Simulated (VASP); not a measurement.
A run of VASP 6.6.1 is set up as follows.

Contents of INCAR:

```
SYSTEM = TePb
PREC = Accurate
ENCUT = 520
EDIFF = 1E-6
ISMEAR = 0
SIGMA = 0.01
LREAL = .False.
LASPH = .True.
NELM = 80
ALGO = Normal
ISIF = 2
LWAVE = .False.
LCHARG = .True.
GGA = CA
LELF = .True.
LVHAR = .True.
NBANDS = 17
```

KPOINTS

```
Automatic mesh
0
Gamma
  5 5 5
  0 0 0
```

Contents of POSCAR:

```
TePb
1.0
    0.0000000000      3.2310000000      3.2310000000
    3.2310000000      0.0000000000      3.2310000000
    3.2310000000      3.2310000000      0.0000000000
Te Pb
1 1
Direct
    0.5000000000      0.5000000000      0.5000000000
    0.0000000000      0.0000000000      0.0000000000
```

Potentials or basis: VASP PAW LDA potentials, release 64 (Te, Pb_d).

The run is started by

```console
$ cat potpaw_LDA.64/Te/POTCAR potpaw_LDA.64/Pb_d/POTCAR > POTCAR
$ mpirun -np 1 vasp_std > vasp.out
```

Problem. Estimate the pressure.

Solution. -1.7 GPa.
